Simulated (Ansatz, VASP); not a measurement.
One calculation of BaTiO3, two programs

```
Ba Ti O
1.0
     3.93887    0.00000    0.00000
     0.00000    3.93887    0.00000
     0.00000    0.00000    4.08199
Ba Ti O
1 1 3
Direct
  0.50000 0.50000 0.50000
  0.00000 0.00000 0.00000
  0.50000 0.00000 0.00000
  0.00000 0.50000 0.00000
  0.00000 0.00000 0.50000
```

Alike in both runs: task single point; functional PBE; k mesh 8 × 8 × 8; occupations gaussian, width 0.02 eV; no spin polarisation.

|  | VASP | Ansatz |
| --- | --- | --- |
| version | VASP 6.6.1 | Ansatz 0.2.0 |
| potentials or method | VASP PAW PBE potentials, release 64 (Ba_sv, Ti_sv, O), cutoff 520 eV | scalar-relativistic, plane waves, PAW |
| valence electrons in the cell | 40 | 40 |

Ansatz gave:

```
gap on the k mesh at the Fermi level (eV)                     : 1.76
least direct gap on the mesh (eV)                             : 1.90
pressure (GPa)                                                : 4.6
traceless stress, the component that is largest in VASP (GPa) : -4.61
```

Problem. Estimate VASP's values.

Solution. gap on the k mesh at the Fermi level (eV): 1.70; least direct gap on the mesh (eV): 1.87; pressure (GPa): 6.5; traceless stress, the component that is largest in VASP (GPa): -4.78.

Spin-orbit coupling is off throughout.
